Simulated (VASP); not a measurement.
# SiC (CsCl type) (Pm-3m) in VASP: a series of runs

Runs on SiC (CsCl type). Level: PBE. Tasks: single point, relaxation of cell and atoms.

All numbers are computed with VASP 6.6.1; they aren't measurements. Logs are shortened: lines on timing, memory, paths and dates and some standing lists are left out, and cuts for length are marked.

**1. The cell of the first run**

It takes space group Pm-3m (No. 221, cubic). Conventional cell: a = 2.642 Å, b = 2.642 Å, c = 2.642 Å, α = 90.00°, β = 90.00°, γ = 90.00°. Within 3.0 Å of Si (site symmetry m-3m) lie 8 C at 2.29 Å and 6 Si at 2.64 Å. Within 3.0 Å of C (site symmetry m-3m) lie 8 Si at 2.29 Å and 6 C at 2.64 Å.

**2. Single point, PBE**

File INCAR:

```
SYSTEM = SiC
PREC     = Accurate       ! precision mode
ENCUT    = 520            ! plane-wave cutoff, eV
EDIFF    = 1E-7           ! SCF threshold, eV
ISMEAR   = -1             ! smearing method
SIGMA    = 0.08           ! smearing width, eV
LREAL    = .FALSE.        ! projectors in reciprocal space
LASPH    = .TRUE.         ! aspherical terms in the spheres
NELM     = 80             ! most SCF steps
ALGO     = Normal         ! electronic algorithm
ISIF     = 2              ! what is computed and relaxed
LWAVE    = .FALSE.        ! write WAVECAR
LCHARG   = .TRUE.         ! write CHGCAR
GGA      = PE             ! functional
LELF     = .TRUE.         ! ELF
LVHAR    = .TRUE.       
NBANDS   = 11             ! bands
```

File KPOINTS:

```
Automatic mesh
0
G
  14 14 14
  0 0 0
```

File POSCAR:

```
SiC
1.0
    2.6415548226      0.0000000000      0.0000000000
    0.0000000000      2.6415548226      0.0000000000
    0.0000000000      0.0000000000      2.6415548226
Si C
1 1
Direct
    0.0000000000      0.0000000000      0.0000000000
    0.5000000000      0.5000000000      0.5000000000
```

Potentials or basis: VASP PAW PBE potentials, release 64 (Si, C).

Command:

```
$ cat potpaw_PBE.64/Si/POTCAR potpaw_PBE.64/C/POTCAR > POTCAR
$ mpirun -np 1 vasp_std > vasp.out
```

OUTCAR:

```text
SYSTEM = SiC
   PREC = Accurate
   ENCUT = 520
   EDIFF = 1E-7
   ISMEAR = -1
   LREAL = .FALSE.
   LASPH = .TRUE.
   NELM = 80
   ISIF = 2
   GGA = PE

 ion  position               nearest neighbor table
   1  0.000  0.000  0.000-   2 2.29   2 2.29   2 2.29   2 2.29   2 2.29   2 2.29   2 2.29   2 2.29

   2  0.500  0.500  0.500-   1 2.29   1 2.29   1 2.29   1 2.29   1 2.29   1 2.29   1 2.29   1 2.29

  LATTYP: Found a simple cubic cell.
 ALAT       =     2.6415548226

  Lattice vectors:

 A1 = (   2.6415548226,   0.0000000000,   0.0000000000)
 A2 = (   0.0000000000,   2.6415548226,   0.0000000000)
 A3 = (   0.0000000000,   0.0000000000,   2.6415548226)

Analysis of symmetry for initial positions (statically):
=====================================================================
 Subroutine PRICEL returns:
 Original cell was already a primitive cell.

 Routine SETGRP: Setting up the symmetry group for a
 simple cubic supercell.

 Subroutine GETGRP returns: Found 48 space group operations
 (whereof 48 operations were pure point group operations)
 out of a pool of 48 trial point group operations.

The static configuration has the point symmetry O_h .

Analysis of symmetry for dynamics (positions and initial velocities):
=====================================================================
 Subroutine PRICEL returns:
 Original cell was already a primitive cell.

 Routine SETGRP: Setting up the symmetry group for a
 simple cubic supercell.

 Subroutine GETGRP returns: Found 48 space group operations
 (whereof 48 operations were pure point group operations)
 out of a pool of 48 trial point group operations.

The dynamic configuration has the point symmetry O_h .

 Subroutine INISYM returns: Found 48 space group operations
 (whereof 48 operations are pure point group operations),
 and found     1 'primitive' translations

----------------------------------------------------------------------------------------

                                     Primitive cell

  volume of cell :      18.4323

  direct lattice vectors                    reciprocal lattice vectors
     2.641554823  0.000000000  0.000000000     0.378564924  0.000000000  0.000000000
     0.000000000  2.641554823  0.000000000     0.000000000  0.378564924  0.000000000
     0.000000000  0.000000000  2.641554823     0.000000000  0.000000000  0.378564924

  length of vectors
     2.641554823  2.641554823  2.641554823     0.378564924  0.378564924  0.378564924

  position of ions in fractional coordinates (direct lattice)
     0.000000000  0.000000000  0.000000000
     0.500000000  0.500000000  0.500000000

  ion indices of the primitive-cell ions
   primitive index   ion index
                 1           1
                 2           2

----------------------------------------------------------------------------------------

 KPOINTS: Automatic mesh

Automatic generation of k-mesh.
 Grid dimensions read from file:
 generate k-points for:   14   14   14

 Generating k-lattice:

  Cartesian coordinates                     Fractional coordinates (reciprocal lattice)
     0.027040352  0.000000000  0.000000000     0.071428571  0.000000000  0.000000000
     0.000000000  0.027040352  0.000000000     0.000000000  0.071428571  0.000000000
     0.000000000  0.000000000  0.027040352     0.000000000  0.000000000  0.071428571

  Length of vectors
     0.027040352  0.027040352  0.027040352

  Shift w.r.t. Gamma in fractional coordinates (k-lattice)
     0.000000000  0.000000000  0.000000000

 Subroutine IBZKPT returns following result:
 ===========================================

 Found    120 irreducible k-points:

 Following reciprocal coordinates:
            Coordinates               Weight
  0.000000  0.000000  0.000000      1.000000
  0.071429  0.000000  0.000000      6.000000
  0.142857  0.000000  0.000000      6.000000
  0.214286  0.000000  0.000000      6.000000
  0.285714  0.000000  0.000000      6.000000
  0.357143  0.000000  0.000000      6.000000
[... 16 lines left out ...]
  0.285714  0.214286  0.000000     24.000000
  0.357143  0.214286  0.000000     24.000000
 [... further k-points ...]
   k-points           NKPTS =    120   k-points in BZ     NKDIM =    120   number of bands    NBANDS=     11
   number of dos      NEDOS =    301   number of ions     NIONS =      2
   total plane-waves  NPLWV =   8000
   dimension x,y,z NGX =    20 NGY =   20 NGZ =   20
   dimension x,y,z NGXF=    40 NGYF=   40 NGZF=   40
   ions per type =               1   1
   NGX,Y,Z   is equivalent  to a cutoff of  12.59, 12.59, 12.59 a.u.
   NGXF,Y,Z  is equivalent  to a cutoff of  25.17, 25.17, 25.17 a.u.
 SYSTEM =  SiC
   PREC   = accura    normal or accurate (medium, high low for compatibility)
   ISTART =      0    job   : 0-new  1-cont  2-samecut
   ICHARG =      2    charge: 1-file 2-atom 10-const
   ISPIN  =      1    spin polarized calculation?
   LNONCOLLINEAR =      F non collinear calculations
   LSORBIT =      F    spin-orbit coupling
   LASPH  =      T    aspherical Exc in radial PAW
   ENCUT  =  520.0 eV  38.22 Ry    6.18 a.u.   4.91  4.91  4.91*2*pi/ulx,y,z
   NELM   =     80;   NELMIN=  2; NELMDL= -5     # of ELM steps
   EDIFF  = 0.1E-06   stopping-criterion for ELM
   LREAL  =      F    real-space projection
   EDIFFG = 0.1E-05   stopping-criterion for IOM
   NSW    =      0    number of steps for IOM
   IBRION =     -1    ionic relax: 0-MD 1-quasi-New 2-CG
   NFREE  =      0    steps in history (QN), initial steepest desc. (CG)
   ISIF   =      2    stress and relaxation
   ISYM   =      2    0-nonsym 1-usesym 2-fastsym
   POTIM  = 0.5000    time-step for ionic-motion
   TEBEG  =    0.0;   TEEND  =   0.0 temperature during run
   PSTRESS=    0.0 pullay stress
   NELECT =       8.0000    total number of electrons
   NUPDOWN=      -1.0000    fix difference up-down
   EMIN   =  10.00;   EMAX   =-10.00  energy-range for DOS
   EFERMI =   0.00;   METHOD = LEGACY
   ISMEAR =    -1;   SIGMA  =   0.08  broadening in eV -4-tet -1-fermi 0-gaus
   EFERMI_NEDOS =   21; number of points for ismear=-14 and -15
   IALGO  =     38    algorithm
   IMIX   =      4    mixing-type and parameters
     AMIX     =   0.40;   BMIX     =  1.00
     AMIX_MAG =   1.60;   BMIX_MAG =  1.00
  volume/ion in A,a.u.               =       9.22        62.19
  Fermi-wavevector in a.u.,A,eV,Ry     =   1.239496  2.342308 20.903322  1.536351
  Thomas-Fermi vector in A             =   2.373977
   LORBIT       =      0    0 simple, 1 ext, 2 COOP (PROOUT), +10 PAW based schemes
   GGA     = PE    functional components
   LHFCALC =     F    Hartree Fock is set to
   AEXX    =    0.0000 exact exchange contribution
   IVDW    =     0    specifies the selected vdW correction
   LEPSILON=     F    determine dielectric tensor
   LRPA    =     F    only Hartree local field effects (RPA)
 non-spin polarized calculation
  energy-cutoff  :      520.00
  volume of cell :       18.43
 maximum number of plane-waves:       512
 NGX is ok and might be reduce to    20
   NGX =  9   NGY =  9   NGZ =  9

 number of electron       8.0000000 magnetization

 Free energy of the ion-electron system (eV)
  ---------------------------------------------------
  ext. energy  EPLUGINS =         0.00000000
  ---------------------------------------------------
  free energy    TOTEN  =       -10.92396959 eV

  energy without entropy =      -10.90795568  energy(sigma->0) =      -10.91596263

 E-fermi :  11.2029     XC(G=0): -12.3956

 val. band max:       11.1712816284   @ k =   0.2857   0.0714   0.0000
 cond. band min:      11.2284747943   @ k =   0.4286   0.0714   0.0000
 fundamental gap:      0.0571931659
 Fermi energy:        11.2029088706

 k-point     1 :       0.0000    0.0000    0.0000
  band No.  band energies     occupation
      1      -6.3402      2.00000
      2      10.0702      2.00000
      3      10.0702      2.00000
      4      10.0702      2.00000
      5      12.6703      0.00000
      6      16.1513      0.00000
      7      16.1513      0.00000
      8      23.8963      0.00000
      9      23.8963      0.00000
     10      23.8963      0.00000
     11      31.3219      0.00000

 k-point     2 :       0.0714    0.0000    0.0000
  band No.  band energies     occupation
      1      -6.2419      2.00000
      2       9.0711      2.00000
      3      10.1415      2.00000
      4      10.1415      2.00000
      5      13.0741      0.00000
      6      16.2500      0.00000
      7      16.8337      0.00000
      8      23.6461      0.00000
      9      23.6461      0.00000
     10      23.8224      0.00000
     11      31.1446      0.00000

 k-point     3 :       0.1429    0.0000    0.0000
  band No.  band energies     occupation
      1      -5.9476      2.00000
      2       7.2293      2.00000
      3      10.3506      1.99995
      4      10.3506      1.99995
      5      13.5668      0.00000
      6      16.5440      0.00000
      7      18.2865      0.00000
      8      22.9409      0.00000
      9      22.9409      0.00000
     10      23.7970      0.00000
     11      30.8257      0.00000

 k-point     4 :       0.2143    0.0000    0.0000
  band No.  band energies     occupation
      1      -5.4597      2.00000
      2       5.2818      2.00000
      3      10.6822      1.99702
      4      10.6822      1.99702
      5      14.0325      0.00000
      6      17.0243      0.00000
      7      19.3137      0.00000
      8      21.9236      0.00000
      9      21.9236      0.00000
     10      24.4739      0.00000
     11      30.1214      0.00000
[... 239 lines left out ...]
 k-point    22 :       0.2143    0.2143    0.0000
  band No.  band energies     occupation
      1      -4.5872      2.00000
      2       5.9584      2.00000
      3       6.1826      2.00000
      4      11.2738      0.58365
      5      15.6174      0.00000
      6      16.2008      0.00000
      7      20.0850      0.00000
      8      21.5372      0.00000
      9      22.4539      0.00000
     10      26.5516      0.00000
     11      27.3589      0.00000

 k-point    23 :       0.2857    0.2143    0.0000
  band No.  band energies     occupation
      1      -3.9179      2.00000
      2       4.2224      2.00000
      3       6.6582      2.00000
      4      11.6769      0.00533
      5      14.7122      0.00000
      6      16.2779      0.00000
      7      20.1340      0.00000
      8      20.9977      0.00000
      9      23.4449      0.00000
     10      26.9142      0.00000
     11      27.0903      0.00000

 k-point    24 :       0.3571    0.2143    0.0000
  band No.  band energies     occupation
      1      -3.0767      2.00000
      2       2.5200      2.00000
      3       7.3505      2.00000
      4      12.1014      0.00003
      5      13.3484      0.00000
      6      16.9214      0.00000
      7      19.8220      0.00000
      8      20.3078      0.00000
      9      24.2737      0.00000
     10      26.6250      0.00000
     11      27.0049      0.00000

 [... further k-points ...]

------------------------ aborting loop because EDIFF is reached ----------------------------------------

  FORCE on cell =-STRESS in cart. coord.  units (eV):
  Direction    XX          YY          ZZ          XY          YZ          ZX
  --------------------------------------------------------------------------------------
  -------------------------------------------------------------------------------------
  Total       -0.0043755     -0.0043755     -0.0043755      0.0000000     -0.0000000     -0.0000000
  in kB       -0.3803307     -0.3803307     -0.3803307      0.0000000     -0.0000000     -0.0000000
  external PRESSURE =      -0.3803307 kB  Pullay stress =       0.0000000 kB

 VOLUME and BASIS-vectors are now :
 -----------------------------------------------------------------------------
  energy-cutoff  :      520.00
  volume of cell :       18.43
      direct lattice vectors                 reciprocal lattice vectors
     2.641554823  0.000000000  0.000000000     0.378564924  0.000000000  0.000000000
     0.000000000  2.641554823  0.000000000     0.000000000  0.378564924  0.000000000
     0.000000000  0.000000000  2.641554823     0.000000000  0.000000000  0.378564924

 POSITION                                       TOTAL-FORCE (eV/Angst)
 -----------------------------------------------------------------------------------
      0.00000      0.00000      0.00000         0.000000      0.000000      0.000000
      1.32078      1.32078      1.32078         0.000000      0.000000      0.000000
 -----------------------------------------------------------------------------------
    total drift:                                0.000000      0.000000      0.000000

  FREE ENERGIE OF THE ION-ELECTRON SYSTEM (eV)
  ---------------------------------------------------
  free  energy   TOTEN  =       -10.9239695861 eV

  energy  without entropy=      -10.9079556831  energy(sigma->0) =      -10.91596263
```

Run time: 26 s. Hardware: 1 thread of Intel Xeon 8259CL, shared host; peak memory 0.14 GiB.

What came out:

| Property | Result |
| --- | --- |
| Free energy | -10.9240 eV |
| Pressure | 0.0 GPa |
| Band gap on the k mesh | zero (bands 4 and 5 overlap by 3.97 eV) |

(Continued in part 2 of 2.)
